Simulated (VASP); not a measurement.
# Gd (P6_3/mmc) in VASP: further runs

Gd is run at these levels: PBE; tasks: density of states, electric field gradients.

Everything below comes from runs of VASP 6.6.1. Logs are shortened: lines on timing, memory, paths and dates and some standing lists are left out, and cuts for length are marked.

### 1 The cell of the first run

Symmetry: P6_3/mmc, No. 194, hexagonal system. The conventional cell has a = 3.636 Å, b = 3.636 Å, c = 5.783 Å, α = 90.00°, β = 90.00°, γ = 120.00°. Gd (site symmetry -6m2) has 12 Gd at 3.57 to 3.64 Å within 4.7 Å.

### 2 Density of states, PBE, collinear spin, ferromagnetic start

POSCAR

```
Gd
1.0
    3.6360007066      0.0000000000      0.0000000000
   -1.8180003533      3.1488689801      0.0000000000
    0.0000000000      0.0000000000      5.7826000000
Gd
2
Direct
    0.3333333333      0.6666666667      0.2500000000
    0.6666666667      0.3333333333      0.7500000000
```

INCAR.step1

```
SYSTEM = Gd
ALGO = Normal
EDIFF = 1E-6
ENCUT = 520
GGA = PE
ISIF = 2
ISMEAR = -1
ISPIN = 2
LASPH = .TRUE.
LCHARG = .TRUE.
LMAXMIX = 6
LREAL = .FALSE.
LWAVE = .FALSE.
MAGMOM = 7 7
NBANDS = 29
NELM = 150
PREC = Accurate
SIGMA = 0.05
```

KPOINTS.step1

```
k-points
0
G
  12 12 7
  0 0 0
```

INCAR.step2

```
SYSTEM = Gd
ALGO = Normal
EDIFF = 1E-6
ENCUT = 520
GGA = PE
ICHARG = 11
ISIF = 2
ISMEAR = -5
ISPIN = 2
LASPH = .TRUE.
LCHARG = .FALSE.
LMAXMIX = 6
LORBIT = 11
LREAL = .FALSE.
LWAVE = .FALSE.
MAGMOM = 7 7
NEDOS = 1001
NELM = 150
PREC = Accurate
SIGMA = 0.05
```

KPOINTS.step2

```
k-points
0
G
  18 18 11
  0 0 0
```

Potentials or basis: VASP PAW PBE potentials, release 64 (Gd).

The run is started by

```bash
$ cat potpaw_PBE.64/Gd/POTCAR > POTCAR
$ cp INCAR.step1 INCAR
$ cp KPOINTS.step1 KPOINTS
$ mpirun -np 1 vasp_std > vasp.out
$ cp INCAR.step2 INCAR
$ cp KPOINTS.step2 KPOINTS
$ mpirun -np 1 vasp_std > vasp.out
```

OUTCAR:

```text
SYSTEM = Gd
   EDIFF = 1E-6
   ENCUT = 520
   GGA = PE
   ICHARG = 11
   ISIF = 2
   ISMEAR = -5
   ISPIN = 2
   LASPH = .TRUE.
   LORBIT = 11
   LREAL = .FALSE.
   NELM = 150
   PREC = Accurate

 ion  position               nearest neighbor table
   1  0.333  0.667  0.250-
   2  0.667  0.333  0.750-

  LATTYP: Found a hexagonal cell.
 ALAT       =     3.6360007066
 C/A-ratio  =     1.5903737283

  Lattice vectors:

 A1 = (   3.6360007066,   0.0000000000,   0.0000000000)
 A2 = (  -1.8180003533,   3.1488689801,   0.0000000000)
 A3 = (   0.0000000000,   0.0000000000,   5.7826000000)

Analysis of symmetry for initial positions (statically):
=====================================================================
 Subroutine PRICEL returns:
 Original cell was already a primitive cell.

 Routine SETGRP: Setting up the symmetry group for a
 hexagonal supercell.

 Subroutine GETGRP returns: Found 24 space group operations
 (whereof 12 operations were pure point group operations)
 out of a pool of 24 trial point group operations.

The static configuration has the point symmetry D_3d.
 The point group associated with its full space group is D_6h.

Analysis of symmetry for dynamics (positions and initial velocities):
=====================================================================
 Subroutine PRICEL returns:
 Original cell was already a primitive cell.

 Routine SETGRP: Setting up the symmetry group for a
 hexagonal supercell.

 Subroutine GETGRP returns: Found 24 space group operations
 (whereof 12 operations were pure point group operations)
 out of a pool of 24 trial point group operations.

The dynamic configuration has the point symmetry D_3d.
 The point group associated with its full space group is D_6h.

Analysis of structural, dynamic, and magnetic symmetry:
=====================================================================
 Subroutine PRICEL returns:
 Original cell was already a primitive cell.

 Routine SETGRP: Setting up the symmetry group for a
 hexagonal supercell.

 Subroutine GETGRP returns: Found 24 space group operations
 (whereof 12 operations were pure point group operations)
 out of a pool of 24 trial point group operations.

[... 115 lines left out ...]
   NUPDOWN=      -1.0000    fix difference up-down
   EMIN   =  10.00;   EMAX   =-10.00  energy-range for DOS
   EFERMI =   0.00;   METHOD = LEGACY
   ISMEAR =    -5;   SIGMA  =   0.05  broadening in eV -4-tet -1-fermi 0-gaus
   EFERMI_NEDOS =   21; number of points for ismear=-14 and -15
   IALGO  =     38    algorithm
   IMIX   =      4    mixing-type and parameters
     AMIX     =   0.40;   BMIX     =  1.00
     AMIX_MAG =   1.60;   BMIX_MAG =  1.00
  volume/ion in A,a.u.               =      33.10       223.39
  Fermi-wavevector in a.u.,A,eV,Ry     =   1.336211  2.525073 24.292662  1.785460
  Thomas-Fermi vector in A             =   2.464855
   LORBIT       =     11    0 simple, 1 ext, 2 COOP (PROOUT), +10 PAW based schemes
   GGA     = PE    functional components
   LHFCALC =     F    Hartree Fock is set to
   AEXX    =    0.0000 exact exchange contribution
   IVDW    =     0    specifies the selected vdW correction
   LEPSILON=     F    determine dielectric tensor
   LRPA    =     F    only Hartree local field effects (RPA)
 spin polarized calculation
 Fermi weights with tetrahedron method with Bloechl corrections
  energy-cutoff  :      520.00
  volume of cell :       66.21
 maximum number of plane-waves:      1810
 NGX is ok and might be reduce to    28

 number of electron      36.0000005 magnetization      15.3102603

 Free energy of the ion-electron system (eV)
  ---------------------------------------------------
  ext. energy  EPLUGINS =         0.00000000
  ---------------------------------------------------
  free energy    TOTEN  =       -23.41176796 eV

  energy without entropy =      -23.41176796  energy(sigma->0) =      -23.41176796

 E-fermi :   2.9754     XC(G=0):  -9.9679

 val. band max:        3.0371701890   @ k =   0.3333   0.3333   0.1818
 cond. band min:       2.9644819358   @ k =   0.2222   0.0000   0.4545
 fundamental gap:     -0.0726882532
 Fermi energy:         2.9754227387

 spin component 1

 k-point     1 :       0.0000    0.0000    0.0000
  band No.  band energies     occupation
      1     -42.3374      1.00000
      2     -42.2682      1.00000
      3     -20.0850      1.00000
      4     -19.4709      1.00000
      5     -19.4709      1.00000
      6     -19.3647      1.00000
[... 757 lines left out ...]
     28       4.0848      0.00000
     29       4.7084      0.00000

 [... further k-points ...]

 spin component 2

 k-point     1 :       0.0000    0.0000    0.0000
  band No.  band energies     occupation
      1     -39.0934      1.00000
      2     -39.0065      1.00000
      3     -17.8361      1.00000
      4     -17.0879      1.00000
      5     -17.0877      1.00000
      6     -16.9631      1.00000
[... 757 lines left out ...]
     28       5.2901      0.00000
     29       5.7796      0.00000

 [... further k-points ...]
[... 5 lines left out ...]
  --------------------------------------------------------------------------------------
  -------------------------------------------------------------------------------------
  Total       -1.1174419     -1.1174419     -0.8887433     -0.0000000     -0.0000000     -0.0000000
  in kB      -27.0416896    -27.0416896    -21.5072674     -0.0000000     -0.0000000     -0.0000000
  external PRESSURE =     -25.1968822 kB  Pullay stress =       0.0000000 kB

 VOLUME and BASIS-vectors are now :
 -----------------------------------------------------------------------------
  energy-cutoff  :      520.00
  volume of cell :       66.21
      direct lattice vectors                 reciprocal lattice vectors
     3.636000707  0.000000000  0.000000000     0.275027449  0.158787172  0.000000000
    -1.818000353  3.148868980  0.000000000     0.000000000  0.317574344  0.000000000
     0.000000000  0.000000000  5.782600000     0.000000000  0.000000000  0.172932591

 POSITION                                       TOTAL-FORCE (eV/Angst)
 -----------------------------------------------------------------------------------
     -0.00000      2.09925      1.44565        -0.000000      0.000000      0.000000
      1.81800      1.04962      4.33695         0.000000      0.000000     -0.000000
 -----------------------------------------------------------------------------------
    total drift:                               -0.000000      0.000000     -0.000000

  FREE ENERGIE OF THE ION-ELECTRON SYSTEM (eV)
  ---------------------------------------------------
  free  energy   TOTEN  =       -23.4117679603 eV

  energy  without entropy=      -23.4117679603  energy(sigma->0) =      -23.41176796

 total charge

# of ion       s       p       d       f       tot
--------------------------------------------------
    1        2.074   5.568   0.576   6.966  15.184
    2        2.074   5.568   0.576   6.966  15.184
--------------------------------------------------
tot          4.147  11.136   1.153  13.931  30.368

 magnetization (x)

# of ion       s       p       d       f       tot
--------------------------------------------------
    1        0.004  -0.050   0.228   6.837   7.019
    2        0.004  -0.050   0.228   6.837   7.019
--------------------------------------------------
tot          0.008  -0.101   0.456  13.674  14.037
```

OSZICAR.step1:

```text
N       E                     dE             d eps       ncg     rms          rms(c)
DAV:   1     0.256703220188E+03    0.25670E+03   -0.12186E+04 12358   0.613E+03
DAV:   2     0.407477273955E+02   -0.21596E+03   -0.19408E+03 12787   0.418E+02
DAV:   3    -0.100821251117E+02   -0.50830E+02   -0.47773E+02 14777   0.184E+02
[... 20 lines left out ...]
DAV:  24    -0.234232093222E+02   -0.39585E-03   -0.22378E-04 17462   0.448E-01    0.847E-01
DAV:  25    -0.234239043990E+02   -0.69508E-03   -0.16934E-04 16144   0.562E-01    0.473E-01
DAV:  26    -0.234240753664E+02   -0.17097E-03   -0.28888E-04 15172   0.608E-01    0.348E-01
DAV:  27    -0.234242436317E+02   -0.16827E-03   -0.17735E-04 16912   0.350E-01    0.278E-01
DAV:  28    -0.234242605642E+02   -0.16932E-04   -0.94173E-05 14468   0.600E-02    0.286E-01
DAV:  29    -0.234242607527E+02   -0.18855E-06   -0.32831E-06  9572   0.281E-02
   1 F= -.23424261E+02 E0= -.23411394E+02  d E =-.257339E-01  mag=    15.3103
```

It took 12 min on 1 thread of AMD EPYC 9R45 (Zen 5), shared host; peak memory 0.66 GiB.

Results:

| Item | Value |
| --- | --- |
| Net moment | 15.31 μB per cell |
| Site moments | Gd +7.02 μB |
| Valence electrons inside the program's atomic spheres | Gd 15.18 |

Levels at points of the mesh, in eV from the Fermi level:
Spin up:
```
           k point  band 24  band 25  band 26  band 27  band 28  band 29
(0.00, 0.00, 0.00)    -2.51     1.02     1.31     1.31     1.49     1.95
(0.50, 0.00, 0.00)    -1.76    -1.31    -0.13     1.05     1.07     1.76
```
Spin down:
```tsv
k point	band 6	band 7	band 8	band 9	band 10	band 11	band 12	band 13	band 14	band 15
(0.00, 0.00, 0.00)	-19.94	-19.94	-19.93	-4.17	-1.42	0.34	0.37	0.42	0.48	0.48
(0.50, 0.00, 0.00)	-20.25	-20.15	-20.03	-1.05	-0.90	-0.58	0.37	0.44	0.50	0.50
```

Caveat: spin-orbit coupling is left out, which moves the levels of the heavy elements; tetrahedron occupations give inexact forces and stress in metals. The state reached can hang on the start; a lower one may exist.

### 3 Electric field gradients, PBE, collinear spin, ferromagnetic start

INCAR

```
PREC = Accurate
ENCUT = 520
EDIFF = 1E-8
ISMEAR = -1
SIGMA = 0.05
LREAL = F
LASPH = T
NELM = 150
ALGO = Normal
ISIF = 2
LWAVE = F
LCHARG = F
ISPIN = 2
MAGMOM = 7 7
LORBIT = 11
LMAXMIX = 6
GGA = PE
LEFG = T
NBANDS = 29
```

KPOINTS

```
Automatic mesh
0
Gamma
  17 17 10
```

POSCAR is that of step 2.

Potentials or basis: VASP PAW PBE potentials, release 64 (Gd).

The run is started by

```bash
$ cat potpaw_PBE.64/Gd/POTCAR > POTCAR
$ mpirun -np 1 vasp_std > vasp.out
```

OUTCAR:

```text
PREC = Accurate
   ENCUT = 520
   EDIFF = 1E-8
   ISMEAR = -1
   LREAL = F
   LASPH = T
   NELM = 150
   ISIF = 2
   ISPIN = 2
   LORBIT = 11
   GGA = PE

 ion  position               nearest neighbor table
   1  0.333  0.667  0.250-
   2  0.667  0.333  0.750-

  LATTYP: Found a hexagonal cell.
 ALAT       =     3.6360007066
 C/A-ratio  =     1.5903737283

  Lattice vectors:

 A1 = (   3.6360007066,   0.0000000000,   0.0000000000)
 A2 = (  -1.8180003533,   3.1488689801,   0.0000000000)
[... 1783 lines left out ...]

 Electric field gradients after diagonalization (V/A^2)
 (convention: |V_zz| > |V_xx| > |V_yy|)
----------------------------------------------------------------------
 ion       V_xx      V_yy      V_zz     asymmetry (V_yy - V_xx)/ V_zz
----------------------------------------------------------------------
   1     -20.099   -20.095    40.194       0.000
   2     -20.099   -20.095    40.194       0.000
----------------------------------------------------------------------

           NMR quadrupolar parameters

 Cq : quadrupolar parameter    Cq=e*Q*V_zz/h
 eta: asymmetry parameters     (V_yy - V_xx)/ V_zz
 Q  : nuclear electric quadrupole moment in mb (millibarn)
----------------------------------------------------------------------
 ion       Cq(MHz)       eta       Q (mb)
----------------------------------------------------------------------
   1       0.097       0.000       1.000
   2       0.097       0.000       1.000
----------------------------------------------------------------------

 total charge

# of ion       s       p       d       f       tot
--------------------------------------------------
    1        2.074   5.568   0.573   6.978  15.193
    2        2.074   5.568   0.573   6.978  15.193
--------------------------------------------------
tot          4.147  11.135   1.146  13.957  30.385

 magnetization (x)

# of ion       s       p       d       f       tot
--------------------------------------------------
    1        0.004  -0.051   0.225   6.825   7.003
    2        0.004  -0.051   0.225   6.825   7.003
--------------------------------------------------
tot          0.008  -0.102   0.451  13.650  14.007
```

stdout:

```text
POSCAR found type information on POSCAR Gd
 POSCAR found :  1 types and       2 ions
 scaLAPACK will be used
 LDA part: xc-table for (Slater+PW92), standard interpolation
 POSCAR, INCAR and KPOINTS ok, starting setup
 FFT: planning ... GRIDC
 FFT: planning ... GRID_SOFT
 FFT: planning ... GRID
 WAVECAR not read
 entering main loop
ion   1

ion   2
```

Run time: 37 min. Hardware: 1 thread of AMD EPYC 7R13 (Zen 3), shared host; peak memory 0.63 GiB.

Results:

```yaml
Free_energy: -23.4239 eV
Pressure: 0.5 GPa
Net_moment: 15.32 μB per cell
Site_moments: Gd +7.00 μB
Valence_electrons_inside_the_program's_atomic_spheres: Gd 15.19
```

Stress tensor (GPa, compression positive):
```
0.43 0.00 0.00
0.00 0.43 0.00
0.00 0.00 0.77
```

Levels at points of the mesh, in eV from the Fermi level:
Spin up:
```tsv
k point	band 24	band 25	band 26	band 27	band 28	band 29
(0.00, 0.00, 0.00)	-2.50	1.04	1.33	1.33	1.49	1.95
(0.00, 0.00, 0.50)	-3.59	0.48	0.48	1.24	1.24	1.24
```
Spin down:
| k point | band 7 | band 8 | band 9 | band 10 | band 11 | band 12 | band 13 | band 14 |
| --- | --- | --- | --- | --- | --- | --- | --- | --- |
| (0.00, 0.00, 0.00) | -19.93 | -19.92 | -4.15 | -1.41 | 0.34 | 0.37 | 0.42 | 0.48 |
| (0.00, 0.00, 0.50) | -19.99 | -19.99 | -2.60 | -2.60 | 0.26 | 0.26 | 0.45 | 0.45 |

Electric field gradients, principal values (V/Å²):
```csv
atom,least,middle,greatest (by size)
1 Gd,-20.095,-20.099,40.194
2 Gd,-20.095,-20.099,40.194
```

Caveat: without QUAD_EFG the Cq values of the log hold for a quadrupole moment of 1 mb, not for the nuclei; spin-orbit coupling is left out, which moves the levels of the heavy elements. The state reached can hang on the start; a lower one may exist.

### 4 Electric field gradients, PBE, collinear spin, ferromagnetic start

INCAR

```
SYSTEM = Gd
PREC = Accurate
ENCUT = 520
EDIFF = 1E-8
ISMEAR = -1
SIGMA = 0.05
LREAL = .False.
LASPH = .True.
NELM = 150
ALGO = Normal
ISIF = 2
LWAVE = .False.
LCHARG = .False.
ISPIN = 2
MAGMOM = 7 7
LORBIT = 11
LMAXMIX = 6
GGA = PE
LEFG = .True.
NBANDS = 29
```

KPOINTS

```
regular mesh
0
Gamma
  12 12 7
  0 0 0
```

POSCAR is that of step 3.

Potentials or basis: VASP PAW PBE potentials, release 64 (Gd).

The run is started by

```bash
$ cat potpaw_PBE.64/Gd/POTCAR > POTCAR
$ mpirun -np 1 vasp_std > vasp.out
```

OUTCAR:

```text
SYSTEM = Gd
   PREC = Accurate
   ENCUT = 520
   EDIFF = 1E-8
   ISMEAR = -1
   LREAL = .False.
   LASPH = .True.
   NELM = 150
   ISIF = 2
   ISPIN = 2
   LORBIT = 11
   GGA = PE

 ion  position               nearest neighbor table
   1  0.333  0.667  0.250-
   2  0.667  0.333  0.750-

  LATTYP: Found a hexagonal cell.
 ALAT       =     3.6360007066
 C/A-ratio  =     1.5903737283

  Lattice vectors:
[... 1784 lines left out ...]
   2     -19.837   -19.839    39.675    -0.002    -0.000     0.000
---------------------------------------------------------------------

 Electric field gradients after diagonalization (V/A^2)
 (convention: |V_zz| > |V_xx| > |V_yy|)
----------------------------------------------------------------------
 ion       V_xx      V_yy      V_zz     asymmetry (V_yy - V_xx)/ V_zz
----------------------------------------------------------------------
   1     -19.840   -19.835    39.675       0.000
   2     -19.840   -19.835    39.675       0.000
----------------------------------------------------------------------

           NMR quadrupolar parameters

 Cq : quadrupolar parameter    Cq=e*Q*V_zz/h
 eta: asymmetry parameters     (V_yy - V_xx)/ V_zz
 Q  : nuclear electric quadrupole moment in mb (millibarn)
----------------------------------------------------------------------
 ion       Cq(MHz)       eta       Q (mb)
----------------------------------------------------------------------
   1       0.096       0.000       1.000
   2       0.096       0.000       1.000
----------------------------------------------------------------------

 total charge

# of ion       s       p       d       f       tot
--------------------------------------------------
    1        2.074   5.568   0.573   6.978  15.192
    2        2.074   5.568   0.573   6.978  15.192
--------------------------------------------------
tot          4.147  11.135   1.146  13.957  30.385

 magnetization (x)

# of ion       s       p       d       f       tot
--------------------------------------------------
    1        0.004  -0.051   0.225   6.825   7.003
    2        0.004  -0.051   0.225   6.825   7.003
--------------------------------------------------
tot          0.008  -0.102   0.450  13.650  14.006
```

It took 13 min on 1 thread of AMD EPYC 7R13 (Zen 3), shared host; peak memory 0.35 GiB.

What came out:

```
Free energy                                           : -23.4243 eV
Pressure                                              : 0.5 GPa
Net moment                                            : 15.32 μB per cell
Site moments                                          : Gd +7.00 μB
Valence electrons inside the program's atomic spheres : Gd 15.19
```

Electric field gradients, principal values (V/Å²):
```
atom    least   middle  greatest (by size)
1 Gd  -19.835  -19.840              39.675
2 Gd  -19.835  -19.840              39.675
```

Caveat: without QUAD_EFG the Cq values of the log hold for a quadrupole moment of 1 mb, not for the nuclei; spin-orbit coupling is left out, which moves the levels of the heavy elements.

### 5 Overview

| task | k mesh | k mesh for the DOS | occupations for the DOS | gap on the mesh (eV) | pressure (GPa) | moment (μB) |
| --- | --- | --- | --- | --- | --- | --- |
| density of states | 12 × 12 × 7 | 18 × 18 × 11 | tetrahedron | - | - | 15.31 |
| electric field gradients | 17 × 17 × 10 | - | - | none | 0.5 | 15.32 |
| electric field gradients | 12 × 12 × 7 | - | - | none | 0.5 | 15.32 |

Alike in all rows: level PBE; potentials or basis VASP PAW PBE potentials, release 64 (Gd); spin collinear, ferromagnetic start; cell as given; cutoff (eV) 520; smearing fermi-dirac 0.05 eV.

Caveats: spin-orbit coupling is left out, which moves the levels of the heavy elements; tetrahedron occupations give inexact forces and stress in metals (some runs).

Total energies depend on the potentials used, so only differences within one code and one set of settings carry meaning.
